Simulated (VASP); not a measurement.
Write the native input for VASP 6.6.1 that does the following.

```
Task                   : single point
Functional             : PBE
Potentials or basis    : VASP PAW PBE potentials, release 64 (Si, C)
Cutoff                 : 520 eV
k mesh                 : 12 × 12 × 12
Occupations            : gaussian, width 0.05 eV
Spin                   : no spin polarisation
Dipole correction      : no
Further INCAR settings : ALGO = Normal; EDIFF = 1e-06; NBANDS = 11
```

The structure of SiC lies in POSCAR:

```
SiC
1.0
    0.0000000000      2.1740000000      2.0870400000
    2.1740000000      0.0000000000      2.0870400000
    2.1740000000      2.1740000000      0.0000000000
Si C
1 1
Direct
    0.0000000000      0.0000000000      0.0000000000
    0.7500000000      0.7500000000      0.7500000000
```

This cell differs from its parent crystal: strain +0.000 along x and y, -0.040 along z.

The input as run:

INCAR

```
ALGO = Normal ; EDIFF = 1E-6
ENCUT = 520 ; GGA = PE
ISIF = 2 ; ISMEAR = 0
LASPH = True ; LCHARG = True
LELF = True ; LREAL = False
LVHAR = True ; LWAVE = False
NBANDS = 11 ; NELM = 80
PREC = Accurate ; SIGMA = 0.05
```

KPOINTS

```
k-points
0
Gamma
  12 12 12
```

Potentials or basis: VASP PAW PBE potentials, release 64 (Si, C).

Command:

```sh
$ cat potpaw_PBE.64/Si/POTCAR potpaw_PBE.64/C/POTCAR > POTCAR
$ mpirun -np 1 vasp_std > vasp.out
```

It gave:

| Quantity | Value |
| --- | --- |
| Pressure | 14.8 GPa |
| Band gap on the k mesh | 0.89 eV (least direct gap 4.54 eV) |

Caveat: the cell differs from its parent crystal (strain +0.000 along x and y, -0.040 along z); the cell stands under pressure.

Run time: 14 s on 1 thread of Intel(R) Xeon(R) Platinum 8375C CPU @ 2.90GHz (Ice Lake) (shared host), peak memory 0.15 GiB.
